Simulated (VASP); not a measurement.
## BN (sol): single point with PBEsol

BN (sol):

```
CELL_PARAMETERS angstrom
2.54057 0.00000 0.00000
-1.27028 2.20020 0.00000
0.00000 0.00000 4.20265
ATOMIC_POSITIONS crystal
B 0.33333 0.66667 0.99976
B 0.66667 0.33333 0.49976
N 0.33333 0.66667 0.37424
N 0.66667 0.33333 0.87424
```

```yaml
Program: VASP 6.6.1
Task: single point
Functional: PBEsol
Potentials_or_basis: VASP PAW PBE potentials, release 64 (B, N)
Cutoff: 520 eV
k_mesh: 12 × 12 × 6
Occupations: gaussian, width 0.01 eV
Spin: no spin polarisation
```

| Property | Result |
| --- | --- |
| Pressure | 0.8 GPa |
| Largest force | 0.004 eV/Å |
| Band gap on the k mesh | 4.95 eV, indirect (least direct gap 8.23 eV) |

Forces in eV/Å, atoms in the order of the input:
```
B    0.000  0.000  0.004
B    0.000  0.000  0.004
N    0.000  0.000 -0.004
N    0.000  0.000 -0.004
```

Stress tensor (GPa, compression positive):
```
0.83 0.00 0.00
0.00 0.83 0.00
0.00 0.00 0.75
```

Levels at points of the mesh, in eV from the valence-band top:
| k point | band 4 | band 5 | band 6 | band 7 | band 8 | band 9 | band 10 | band 11 | band 12 | band 13 |
| --- | --- | --- | --- | --- | --- | --- | --- | --- | --- | --- |
| (0.00, 0.00, 0.00) | -2.15 | -2.15 | -0.28 | 0.00 | 0.00 | 8.33 | 8.33 | 8.57 | 9.55 | 10.78 |
| (0.50, 0.00, 0.00) | -7.88 | -6.99 | -5.05 | -4.51 | -2.14 | 6.58 | 7.82 | 10.55 | 11.44 | 12.95 |
| (0.00, 0.00, 0.50) | -5.78 | -1.19 | -1.19 | -1.19 | -1.19 | 9.48 | 9.48 | 9.89 | 9.89 | 9.89 |
| (0.50, 0.00, 0.50) | -10.14 | -3.82 | -3.82 | -3.62 | -3.62 | 6.46 | 6.46 | 9.97 | 9.97 | 14.28 |

Run time: 11 s on 1 thread of Intel(R) Xeon(R) 6975P-C (Granite Rapids), with other jobs on the host, peak memory 0.14 GiB.

Caveat: the PAW data sets were made with another functional, which shifts forces and pressure a little. As with any semilocal functional, this PBEsol gap is likely too small.
